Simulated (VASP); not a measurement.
The system is Rh.

```
Rh
1.0
     0.00000    1.91500    1.91500
     1.91500    0.00000    1.91500
     1.91500    1.91500    0.00000
Rh
1
Direct
  0.00000 0.00000 0.00000
```

Base run:

| Item | Value |
| --- | --- |
| Program | VASP 6.6.1 |
| Functional | PBE |
| Potentials or basis | VASP PAW PBE potentials, release 64 (Rh_pv) |
| Cutoff | 500 eV |
| k mesh | 14 × 14 × 14 |
| Occupations | fermi-dirac, width 0.05 eV |
| Spin | no spin polarisation |

Its results: pressure 0.2 GPa.

Q: The run is repeated on the same cell with these changes: k mesh from 14 × 14 × 14 to 7 × 7 × 7. What comes out?

A: Pressure -1.1 GPa.

Caveats: some runs use coarse meshes.
